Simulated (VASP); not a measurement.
The system is CaRu2O5.

```
CELL_PARAMETERS angstrom
4.59475 0.00000 0.00000
0.00000 4.59475 0.00000
0.00000 0.00000 4.49317
ATOMIC_POSITIONS crystal
Ca 0.50000 0.50000 0.50000
Ru 0.50000 0.00000 0.00000
Ru 0.00000 0.50000 0.00000
O 0.50000 0.50000 0.00000
O 0.00000 0.50000 0.63349
O 0.50000 0.00000 0.36651
O 0.00000 0.50000 0.36651
O 0.50000 0.00000 0.63349
```

The cell was generated, and may not be a known phase.

- Program: VASP 6.6.1
- Task: relaxation of cell and atoms
- Functional: PBE
- Potentials or basis: VASP PAW PBE potentials, release 64 (Ca_sv, Ru_pv, O)
- Cutoff: 600 eV
- k mesh: 3 × 3 × 3
- Occupations: gaussian, width 0.15 eV
- Spin: collinear spin, ferromagnetic start
- Starting moments: [0.0, 1.0, 1.0, 0.0, 0.0, 0.0, 0.0, 0.0] μB

At the start: pressure 68.5 GPa; volume 11.86 Å³/atom.

Problem. How do energy, volume and symmetry change on relaxing?

Solution. Over 14 steps the energy falls by 1899.2 meV/atom and the volume is 13.29 Å³/atom (+12.1 %); space group P4/mmm (No. 123, to 0.1 Å) before and after; moment 0.00 μB per cell.

The path:
```csv
step,energy change (eV),largest force (eV/Å),pressure (GPa),volume (Å³)
1,0.0000,0.0532,68.51,94.86
2,3.3757,1.1911,-33.96,168.57
3,-8.5437,3.4943,-11.64,123.62
4,-8.7021,3.7805,-8.77,121.02
5,-8.7512,3.9839,-5.75,118.63
6,-11.5959,3.3567,-9.66,114.10
7,-14.6508,3.4558,13.03,105.33
8,-14.7386,1.2356,-0.96,108.73
9,-14.9317,0.7394,4.34,107.23
10,-14.4613,2.0359,-14.45,110.83
11,-15.1521,0.4642,-3.71,108.68
12,-15.1525,0.3989,-3.32,108.61
13,-15.1838,0.2798,1.12,105.26
14,-15.1937,0.0648,-0.42,106.34
```

Final structure:
```
Ca Ru O
1.0
     4.15085    0.00000    0.00000
     0.00000    4.15085    0.00000
     0.00000    0.00000    6.17175
Ca Ru O
1 2 5
Direct
  0.50000 0.50000 0.50000
  0.50000 0.00000 0.00000
  0.00000 0.50000 0.00000
  0.50000 0.50000 0.00000
  0.00000 0.50000 0.71375
  0.50000 0.00000 0.28625
  0.00000 0.50000 0.28625
  0.50000 0.00000 0.71375
```

Caveat: the k points lie up to 0.50 Å⁻¹ apart in the final cell; the standard files for N, O and F lose accuracy on very short bonds; a cell axis changed by over 15 % at a fixed basis, so the end point is rough; the relaxation stopped at a loose force limit of 0.08 eV/Å, so its end isn't a converged minimum.
